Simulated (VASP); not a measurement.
Runs of VASP 6.6.1 on SnO2. Symmetry: Fm-3m, No. 225, cubic system. The conventional cell has a = 5.067 Å, b = 5.067 Å, c = 5.067 Å, α = 90.00°, β = 90.00°, γ = 90.00°. Within 2.9 Å of Sn (site symmetry m-3m) lie 8 O at 2.19 Å. Within 2.9 Å of O (site symmetry -43m) lie 4 Sn at 2.19 Å and 6 O at 2.53 Å. 

```tsv
task	level	potentials or basis	k mesh	cutoff (eV)	grid for exact exchange (PRECFOCK)	screening parameter	GW scheme	GW iterations	cutoff of the response function	gap on the mesh (eV)	pressure (GPa)
single point	r2SCAN	VASP PAW PBE potentials, release 64 (Sn_d, O)	4 × 4 × 4	520	-	-	-	-	-	0.85	1.1
single point	HSE06	VASP PAW PBE potentials, release 64 (Sn_d, O)	4 × 4 × 4	520	Normal	0.2079 1/Å	-	-	-	1.68	(c)
single point	PBE	VASP PAW PBE potentials, release 64 (Sn_d, O)	6 × 6 × 6	520	-	-	-	-	-	0.30	10.0
single point	PBE	VASP PAW PBE potentials, release 64 (Sn_d, O)	4 × 4 × 4	520	-	-	-	-	-	0.27	(b)
single point	LDA	VASP PAW LDA potentials, release 64 (Sn_d, O)	4 × 4 × 4	520	-	-	-	-	-	0.20	(a)
```

Alike in all rows: no spin polarisation; cell a = 3.583 Å, angles 60.0°, 3 atoms; smearing gaussian 0.01 eV.

Question: Fill in the values left out.

Answer: (a) -3.0; (b) 9.7; (c) -2.0.

Caveats: some runs use coarse meshes; spin-orbit coupling is left out, which moves the levels of the heavy elements; the PAW data sets were made with another functional, which shifts forces and pressure a little (some runs).

A k mesh can miss the band edges, and the runs leave out spin-orbit coupling on Sn.
